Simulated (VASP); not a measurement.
Write the native input for VASP 6.6.1 that does the following.

```yaml
Task: single point
Functional: PBE
Potentials_or_basis: VASP PAW PBE potentials, release 64 (Si, C)
Cutoff: 520 eV
k_mesh: 14 × 14 × 6
Occupations: gaussian, width 0.1 eV
Spin: no spin polarisation
Dipole_correction: no
Further_INCAR_settings: ALGO = Normal; EDIFF = 1e-06; NBANDS = 18
```

The structure of Si3C2 lies in POSCAR:

```
Si3C2
1.0
    2.7380054011      0.0000000000      0.0000000000
    0.0000000000      2.8157062417      0.0000000000
    0.0000000000      0.0000000000      6.9047725402
Si C
3 2
Direct
    0.0000000000      0.5000000000      0.2848958556
    0.0000000000      0.5000000000      0.9302287017
    0.0000000000      0.0000000000      0.6039297604
    0.5000000000      0.0000000000      0.8696477748
    0.5000000000      0.5000000000      0.4832979175
```

The cell was built from a structure type or drawn by symmetry, and may not be a known phase.

These files were run (other wordings do the same):

INCAR

```
SYSTEM = Si3C2
ALGO = Normal
EDIFF = 1E-6
ENCUT = 520
GGA = PE
ISIF = 2
ISMEAR = 0
LASPH = .True.
LCHARG = .False.
LREAL = .False.
LWAVE = .False.
NBANDS = 18
NELM = 60
PREC = Accurate
SIGMA = 0.1
```

KPOINTS

```
k-points
0
Gamma
  14 14 6
  0 0 0
```

Potentials or basis: VASP PAW PBE potentials, release 64 (Si, C).

Command:

```sh
$ cat potpaw_PBE.64/Si/POTCAR potpaw_PBE.64/C/POTCAR > POTCAR
$ mpirun -np 1 vasp_std > vasp.out
```

It gave:

The pressure is 0.0 GPa. The largest force is 0.008 eV/Å and the band gap on the k mesh is zero (bands 10 and 11 overlap by 4.74 eV).

Run time: 5.2 min on 1 thread of Intel Xeon 8259CL (shared host), peak memory 0.31 GiB.
